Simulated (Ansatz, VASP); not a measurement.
## CdTe: VASP beside Ansatz

Contents of INCAR:

```
ALGO = Normal
EDIFF = 1E-7
ENCUT = 520
GGA = PE
ISIF = 2
ISMEAR = 0
LASPH = True
LCHARG = False
LREAL = False
LWAVE = False
NBANDS = 16
NELM = 100
PREC = Accurate
SIGMA = 0.05
```

KPOINTS

```
k-points
0
Gamma
  8 8 8
```

File POSCAR:

```
CdTe
1.0
    0.0000000000      3.3011500000      3.2530750000
    3.3011500000      0.0000000000      3.2530750000
    3.3011500000      3.3011500000      0.0000000000
Cd Te
1 1
Direct
    0.0000000000      0.0000000000      0.0000000000
    0.7500000000      0.7500000000      0.7500000000
```

Input for Ansatz:

```yaml
crystal:
  lattice:
    - [0.0, 3.30115, 3.253075]
    - [3.30115, 0.0, 3.253075]
    - [3.30115, 3.30115, 0.0]
  atoms:
    - { symbol: Cd, position: [0.0, 0.0, 0.0] }
    - { symbol: Te, position: [0.75, 0.75, 0.75] }
basis:
  ecutwfc: 420
kpoints:
  mp_grid: { grid: [8, 8, 8] }
hamiltonian:
  xc: pbe
scf:
  occupations: { method: gaussian, width: 0.05 }
output:
  forces: true
  stress: true
  eigenvalues: true
```

Change from the starting cell: strain +0.030 along x and y, +0.015 along z, atoms carried along.

Alike in both runs: task single point; functional PBE; k mesh 8 × 8 × 8; occupations gaussian, width 0.05 eV; no spin polarisation.

|  | VASP | Ansatz |
| --- | --- | --- |
| version | VASP 6.6.1 | Ansatz 0.2.0 |
| potentials or method | VASP PAW PBE potentials, release 64 (Cd, Te), cutoff 520 eV | scalar-relativistic, plane waves, PAW |
| valence electrons in the cell | 18 | 36 |

Ansatz gave:

| Property | Result |
| --- | --- |
| gap on the k mesh at the Fermi level (eV) | 0.62 |
| least direct gap on the mesh (eV) | 0.62 |
| pressure (GPa) | 0.8 |
| traceless stress, the component that is largest in VASP (GPa) | 0.15 |

Question: What did VASP give for the same quantities?

Answer: gap on the k mesh at the Fermi level (eV): 0.62; least direct gap on the mesh (eV): 0.62; pressure (GPa): 0.9; traceless stress, the component that is largest in VASP (GPa): 0.15.

With one functional, cell and mesh, what is left measures potentials, basis and numerics. VASP's potentials hold 18 valence electrons a cell and Ansatz's 36, so a difference there can come from the potentials and not from the codes.

Neither program's run includes spin-orbit coupling.
